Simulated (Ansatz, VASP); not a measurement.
# BeTe in VASP and in Ansatz

The input POSCAR:

```
BeTe
1.0
    2.7728313035      2.7728313035      0.0000000000
   -2.7728313035      2.7728313035      0.0000000000
    0.0000000000      2.7728313035      2.7728313035
Be Te
1 1
Direct
    0.0000000000      0.0000000000      0.0000000000
    0.7500000000      0.2500000000      0.5000000000
```

INCAR.step1

```
SYSTEM = BeTe
PREC = Accurate ; ENCUT = 520
ISMEAR = 0 ; SIGMA = 0.01
LREAL = .FALSE. ; LASPH = .TRUE.
NELM = 80 ; NBANDS = 11
GGA = PE ; ALGO = Normal
EDIFF = 1E-4 ; LWAVE = .TRUE.
LCHARG = .FALSE.
```

File INCAR.step2:

```
SYSTEM = BeTe
PREC = Accurate ; ENCUT = 520
EDIFF = 1E-6 ; ISMEAR = 0
SIGMA = 0.01 ; LREAL = .FALSE.
LASPH = .TRUE. ; NELM = 80
ALGO = Normal ; ISIF = 2
LWAVE = .FALSE. ; LCHARG = .FALSE.
METAGGA = R2SCAN ; LMIXTAU = .TRUE.
NBANDS = 11 ; ISTART = 1
```

Contents of KPOINTS:

```
Automatic mesh
0
G
  8 8 8
  0 0 0
```

Input for Ansatz:

```yaml
crystal:
  lattice:
    - [2.77283130349, 2.77283130349, 0.0]
    - [-2.77283130349, 2.77283130349, 0.0]
    - [0.0, 2.77283130349, 2.77283130349]
  atoms:
    - { symbol: Be, position: [0.0, 0.0, 0.0] }
    - { symbol: Te, position: [0.75, 0.25, 0.5] }
kpoints:
  mp_grid: { grid: [8, 8, 8] }
scf:
  occupations: { method: fixed }
  convergence: { dr2_threshold: 1.0e-10 }
hamiltonian:
  xc: r2scan
  pseudopotentials: { kind: paw }
output:
  forces: true
  stress: true
  eigenstates:
    kpoints:
      - [0.0, 0.0, 0.0]
      - [-0.5, 0.5, 0.0]
      - [-0.5, -0.5, -0.5]
      - [0.0, 0.0, -0.5]
      - [0.0, -0.5, -0.5]
      - [0.0, 0.5, 0.0]
      - [-0.5, 0.0, 0.0]
      - [-0.5, 0.0, -0.5]
  eigenvalues: true
```

Alike in both runs: task single point; functional r2SCAN; k mesh 8 × 8 × 8; no spin polarisation.

|  | VASP | Ansatz |
| --- | --- | --- |
| version | VASP 6.6.1 | Ansatz 0.2.0 |
| potentials or method | VASP PAW PBE potentials, release 64 (Be, Te) | PAW with Ansatz's default frozen-core files, scalar-relativistic |
| plane-wave cutoff (eV) | 520 | 500 |
| occupations | gaussian, width 0.01 eV | fixed |
| valence electrons in the cell | 8 | 18 |

|  | VASP | Ansatz | Ansatz less VASP |
| --- | --- | --- | --- |
| gap on the k mesh at the Fermi level (eV) | 2.22 | 2.23 | +0.009 |
| pressure (GPa) | 4.2 | 4.0 | -0.22 |

VASP's potentials were made for PBE, not for r2SCAN. VASP's potentials hold 8 valence electrons a cell and Ansatz's 18, so a difference there can come from the potentials and not from the codes.

Spin-orbit coupling is off throughout.
